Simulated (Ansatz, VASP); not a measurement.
## One calculation of Ni, two programs

The input INCAR:

```
ALGO = Normal
EDIFF = 1E-6
ENCUT = 590
GGA = PS
GGA_COMPAT = F
ISIF = 2
ISMEAR = -1
ISPIN = 2
LASPH = T
LCHARG = T
LELF = T
LMAXMIX = 4
LORBIT = 11
LREAL = F
LVHAR = T
LWAVE = F
MAGMOM = 1
NBANDS = 19
NELM = 200
PREC = Accurate
SIGMA = 0.08
```

The input KPOINTS:

```
k-points
0
Gamma
  21 21 21
```

File POSCAR:

```
Ni
1.0
   -1.3305573911      1.3305573911      1.3305573911
    1.3305573911     -1.3305573911      1.3305573911
    1.3305573911      1.3305573911     -1.3305573911
Ni
1
Direct
    0.0000000000      0.0000000000      0.0000000000
```

Input for Ansatz:

```yaml
crystal:
  lattice:
    - [-1.3305573911, 1.3305573911, 1.3305573911]
    - [1.3305573911, -1.3305573911, 1.3305573911]
    - [1.3305573911, 1.3305573911, -1.3305573911]
  atoms:
    - { symbol: Ni, position: [0.0, 0.0, 0.0], spin: 1.0 }
magnetization:
  spin_polarized: true
kpoints:
  mp_grid: { grid: [21, 21, 21] }
scf:
  occupations: { method: fermi_dirac, width: 0.08 }
hamiltonian:
  xc: pbesol
  pseudopotentials: { kind: paw }
output:
  forces: true
  stress: true
  eigenvalues: true
  populations: true
  write_density: true
  write_potential: true
  elf: true
  volumetric_format: npy
```

Change from the starting cell: volume scaled by 0.9, PAW files.

Alike in both runs: task single point; functional PBEsol; k mesh 21 × 21 × 21; occupations fermi-dirac, width 0.08 eV; collinear spin.

|  | VASP | Ansatz |
| --- | --- | --- |
| version | VASP 6.6.1 | Ansatz 0.2.0 |
| potentials or method | VASP PAW PBE potentials, release 64 (Ni_sv_GW) | PAW with Ansatz's default frozen-core files, scalar-relativistic |
| plane-wave cutoff (eV) | 590 | 420 |
| valence electrons in the cell | 18 | 18 |

```csv
,VASP,Ansatz,Ansatz less VASP
pressure (GPa),24.6,28.7,+4.12
net moment per atom (μB),0.08,0.09,+0.010
size of the moment on the site where the two differ most (μB),0.08,0.09,+0.011
```

VASP's potentials were made for PBE, not for PBEsol. Site moments also hang on the region over which each program counts them. Ansatz's warnings: seeded moment not kept.
